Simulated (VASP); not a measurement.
Zn, 2 atoms in the cell. It takes space group P6_3/mmc (No. 194, hexagonal). The conventional cell has a = 2.629 Å, b = 2.629 Å, c = 4.880 Å, α = 90.00°, β = 90.00°, γ = 120.00°. Within 3.5 Å of Zn (site symmetry -6m2) lie 12 Zn at 2.63 to 2.87 Å. 

```yaml
Program: VASP 6.6.1
Task: single point
Functional: PBE
Potentials_or_basis: VASP PAW PBE potentials, release 64 (Zn)
Cutoff: 520 eV
k_mesh: 16 × 16 × 8
Occupations: fermi-dirac, width 0.03 eV
Spin: no spin polarisation
Dipole_correction: no
Further_INCAR_settings: ALGO = Normal; EDIFF = 1e-06; NBANDS = 19
```

Potentials or basis: VASP PAW PBE potentials, release 64 (Zn).

Run with:

```console
$ cat potpaw_PBE.64/Zn/POTCAR > POTCAR
$ mpirun -np 1 vasp_std > vasp.out
```

Hardware: 1 thread of Intel Xeon 8259CL, on a shared host.

Problem. Estimate the wall time of this run.

Solution. Run time: 82 s on 1 thread of Intel Xeon 8259CL, with other jobs on the host, peak memory 0.19 GiB. Counts: scf iterations 11, k points 150.
